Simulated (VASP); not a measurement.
Write the native input for VASP 6.6.1 that does the following.

* Task: single point
* Functional: PBE
* Potentials or basis: VASP PAW PBE potentials, release 64 (Au)
* Cutoff: 500 eV
* k mesh: 10 × 10 × 10
* Occupations: gaussian, width 0.022 eV
* Spin: no spin polarisation
* Dipole correction: no
* Further INCAR settings: ALGO = Normal; EDIFF = 1e-06; NBANDS = 12

The structure of Au lies in POSCAR:

```
Au
1.0
    2.7484100000      0.0000000000      0.0000000000
    0.0000000000      2.7484100000      0.0000000000
    0.0000000000      0.0000000000      2.7484100000
Au
1
Direct
    0.5000000000      0.5000000000      0.5000000000
```

One way to write it, as run:

INCAR

```
PREC = Accurate
ENCUT = 500
EDIFF = 1E-6
ISMEAR = 0
SIGMA = 0.022
LREAL = False
LASPH = True
NELM = 120
ALGO = Normal
ISIF = 2
LWAVE = False
LCHARG = True
GGA = PE
LELF = True
LVHAR = True
NBANDS = 12
GGA_COMPAT = False
```

KPOINTS

```
Automatic mesh
0
Gamma
  10 10 10
```

Potentials or basis: VASP PAW PBE potentials, release 64 (Au).

Run with:

```sh
$ cat potpaw_PBE.64/Au/POTCAR > POTCAR
$ mpirun -np 1 vasp_std > vasp.out
```

Results of the run:

```json
{"Pressure": "0.1 GPa"}
```

Wall time 7.8 s on 1 thread of Intel Xeon 6975P-C, on a shared host, peak memory 0.13 GiB.
